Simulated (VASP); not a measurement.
Write the native input for VASP 6.6.1 that does the following.

```yaml
Task: single point
Functional: PBEsol
Potentials_or_basis: VASP PAW PBE potentials, release 64 (Hf_pv, B)
Cutoff: 520 eV
k_mesh: 18 × 18 × 12
Occupations: gaussian, width 0.1 eV
Spin: no spin polarisation
Dipole_correction: no
Further_INCAR_settings: ALGO = Normal; EDIFF = 1e-06; NBANDS = 15
```

The structure of HfB2 lies in POSCAR:

```
HfB2
1.0
    3.1400000000      0.0000000000      0.0000000000
   -1.5700000000      2.7193197679      0.0000000000
    0.0000000000      0.0000000000      3.4800000000
Hf B
1 2
Direct
    0.0000000000      0.0000000000      0.0000000000
    0.3333333333      0.6666666667      0.5000000000
    0.6666666667      0.3333333333      0.5000000000
```

One way to write it, as run:

INCAR

```
SYSTEM = HfB2
  PREC = Accurate
  ENCUT = 520
  EDIFF = 1E-6
  ISMEAR = 0
  SIGMA = 0.1
  LREAL = .False.
  LASPH = .True.
  NELM = 80
  ALGO = Normal
  ISIF = 2
  LWAVE = .False.
  LCHARG = .False.
  GGA = PS
  NBANDS = 15
```

KPOINTS

```
regular mesh
0
Gamma
  18 18 12
  0 0 0
```

Potentials or basis: VASP PAW PBE potentials, release 64 (Hf_pv, B).

Launch:

```bash
$ cat potpaw_PBE.64/Hf_pv/POTCAR potpaw_PBE.64/B/POTCAR > POTCAR
$ mpirun -np 1 vasp_std > vasp.out
```

It gave:

```json
{
  "Pressure": "-4.5 GPa",
  "Band gap on the k mesh": "zero (bands 8 and 9 overlap by 1.32 eV)"
}
```

Caveat: the cell stands under tension; the PAW data sets were made with another functional, which shifts forces and pressure a little; spin-orbit coupling is left out, which moves the levels of the heavy elements.

Run time: 39 s on 1 thread of Intel(R) Xeon(R) Platinum 8559C (Emerald Rapids), on a shared host, peak memory 0.23 GiB.
